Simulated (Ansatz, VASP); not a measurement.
**ReB in VASP and in Ansatz**

```
Re B
1.0
     2.53327    0.00000    0.00000
     0.00000    2.53327    0.00000
     0.00000    0.00000    4.29869
Re B
1 1
Direct
  0.00000 0.00000 0.50000
  0.00000 0.00000 0.00000
```

Alike in both runs: task relaxation of cell and atoms; functional PBE; k mesh 22 × 22 × 14; occupations gaussian, width 0.1 eV; no spin polarisation.

|  | VASP | Ansatz |
| --- | --- | --- |
| version | VASP 6.6.1 | Ansatz 0.2.0 |
| potentials or method | VASP PAW PBE potentials, release 64 (Re, B), cutoff 600 eV | scalar-relativistic, plane waves, PAW |
| valence electrons in the cell | 10 | 18 |

Ansatz gave:

```
gap on the k mesh at the Fermi level, each at its own relaxed structure (eV)  : none
relaxed volume (Å³/atom)                                                      : 13.82
relaxed length of the cell vector where the two differ most in proportion (Å) : 2.535
```

**Question.** What did VASP give for the same quantities?

**Answer.** gap on the k mesh at the Fermi level, each at its own relaxed structure (eV): none; relaxed volume (Å³/atom): 13.79; relaxed length of the cell vector where the two differ most in proportion (Å): 2.530.

A gap of «none» marks a metal or a gap that the smearing closes. VASP's potentials hold 10 valence electrons a cell and Ansatz's 18, so a difference there can come from the potentials and not from the codes.

Neither program's run includes spin-orbit coupling.
